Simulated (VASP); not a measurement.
GaAs:

```
CELL_PARAMETERS angstrom
2.95563 0.00000 0.00000
-1.47781 2.55965 0.00000
0.00000 0.00000 5.12411
ATOMIC_POSITIONS crystal
Ga 0.00000 0.00000 0.50000
As 0.00000 0.00000 0.00000
```

The cell was generated, and may not be a known phase.

| Property | Result |
| --- | --- |
| Program | VASP 6.6.1 |
| Task | relaxation of cell and atoms |
| Functional | PBE |
| Potentials or basis | VASP PAW PBE potentials, release 64 (Ga_d, As) |
| Cutoff | 600 eV |
| k mesh | 24 × 24 × 12 |
| Occupations | gaussian, width 0.1 eV |
| Spin | no spin polarisation |

At the start: pressure 0.3 GPa; volume 19.38 Å³/atom.

How do energy, volume and symmetry change on relaxing?

Over 6 steps the energy falls by 51.0 meV/atom and the volume is 19.22 Å³/atom (-0.8 %); space group P6/mmm (No. 191, to 0.1 Å) before and after.

The path:
```
step  energy change (eV)  largest force (eV/Å)  pressure (GPa)  volume (Å³)
   1              0.0000                0.0000            0.30        38.77
   2             -0.0989                0.0000           -0.81        38.89
   3             -0.1008                0.0000           -0.76        38.90
   4             -0.1008                0.0000           -0.77        38.90
   5             -0.1019                0.0000            0.15        38.36
   6             -0.1020                0.0000            0.00        38.44
```

Final structure:
```
Ga As
1.0
     2.86075    0.00000    0.00000
    -1.43037    2.47748    0.00000
     0.00000    0.00000    5.42388
Ga As
1 1
Direct
  0.00000 0.00000 0.50000
  0.00000 0.00000 0.00000
```
